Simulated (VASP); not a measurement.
## BaNa2MnP2O8: single point with r2SCAN

BaNa2MnP2O8:

```
CELL_PARAMETERS angstrom
5.40990 0.00000 0.00000
-2.70495 4.68511 0.00000
0.00000 0.00000 7.03082
ATOMIC_POSITIONS crystal
Na 0.33333 0.66667 0.18219
Na 0.66667 0.33333 0.81781
Ba 0.00000 0.00000 0.50000
Mn 0.00000 0.00000 0.00000
P 0.33333 0.66667 0.73233
P 0.66667 0.33333 0.26767
O 0.33333 0.66667 0.51531
O 0.66667 0.33333 0.48469
O 0.82079 0.64157 0.18895
O 0.82079 0.17921 0.18895
O 0.35843 0.17921 0.18895
O 0.17921 0.35843 0.81105
O 0.17921 0.82079 0.81105
O 0.64157 0.82079 0.81105
```

| Item | Value |
| --- | --- |
| Program | VASP 6.6.1 |
| Task | single point |
| Functional | r2SCAN |
| Potentials or basis | VASP PAW PBE potentials, release 64 (Na_pv, Ba_sv, Mn_pv, P, O) |
| Cutoff | 660 eV |
| k mesh | 4 × 4 × 4 |
| Occupations | gaussian, width 0.05 eV |
| Spin | collinear spin, ferromagnetic start |
| Starting moments | [0.0, 0.0, 0.0, 4.67, 0.0, 0.0, 0.0, 0.0, 0.0, 0.0, 0.0, 0.0, 0.0, 0.0] μB |

```
Pressure                                              : -0.6 GPa
Largest force                                         : 0.174 eV/Å
Band gap on the k mesh                                : 3.45 eV (least direct gap 3.50 eV)
Net moment                                            : 5.00 μB per cell
Site moments                                          : Na -0.00; Ba -0.00; Mn +4.57; P +0.02; O +0.01, +0.03 (each value once) μB
Valence electrons inside the program's atomic spheres : Na 6.00; Ba 7.89; Mn 11.29; P 2.41; O 5.17, 5.19 (each value once)
```

Forces on the atoms (eV/Å):
```
Na   0.000  0.000 -0.030
Na   0.000  0.000  0.030
Ba   0.000  0.000  0.000
Mn   0.000  0.000  0.000
P    0.000  0.000  0.065
P    0.000  0.000 -0.065
O    0.000  0.000  0.108
O    0.000  0.000 -0.108
O    0.000 -0.173  0.020
O   -0.150  0.087  0.020
O    0.150  0.087  0.020
O    0.000  0.173 -0.020
O    0.150 -0.087 -0.020
O   -0.150 -0.087 -0.020
```

Stress tensor (GPa, compression positive):
```
-0.67  0.00  0.00
 0.00 -0.67  0.00
 0.00  0.00 -0.34
```

Levels at points of the mesh, in eV from the valence-band top:
Spin up:
| k point | band 46 | band 47 | band 48 | band 49 | band 50 | band 51 | band 52 | band 53 | band 54 | band 55 |
| --- | --- | --- | --- | --- | --- | --- | --- | --- | --- | --- |
| (0.00, 0.00, 0.00) | -1.56 | -1.45 | -1.45 | -0.06 | -0.06 | 3.74 | 5.76 | 6.56 | 6.56 | 6.94 |
| (0.50, 0.00, 0.00) | -1.46 | -1.04 | -1.01 | -0.37 | 0.00 | 5.70 | 5.95 | 6.30 | 6.42 | 7.04 |
| (0.00, 0.00, 0.50) | -1.52 | -1.43 | -1.43 | -0.01 | -0.01 | 4.89 | 5.10 | 6.16 | 6.57 | 6.57 |
| (0.50, 0.00, 0.50) | -1.45 | -0.98 | -0.92 | -0.35 | -0.03 | 5.61 | 5.76 | 6.43 | 6.45 | 7.09 |
Spin down:
```
           k point  band 42  band 43  band 44  band 45  band 46  band 47  band 48  band 49
(0.00, 0.00, 0.00)    -2.02    -2.02    -1.99    -1.79     3.45     4.04     4.04     4.19
(0.50, 0.00, 0.00)    -2.37    -2.20    -1.91    -1.81     3.97     4.18     4.28     4.97
(0.00, 0.00, 0.50)    -1.98    -1.82    -1.82    -1.80     3.87     4.03     4.03     5.12
(0.50, 0.00, 0.50)    -2.28    -2.23    -2.05    -1.98     4.01     4.19     4.33     4.98
```

It took 9.1 min on 4 MPI ranks on Intel(R) Xeon(R) Platinum 8559C (Emerald Rapids) (shared host), peak memory 0.76 GiB a rank.

Caveat: the PAW data sets were made with another functional, which shifts forces and pressure a little; spin-orbit coupling is left out, which moves the levels of the heavy elements; a cell with one magnetic atom can't hold antiferromagnetic order, which such compounds often take. A k mesh can miss the band edges.
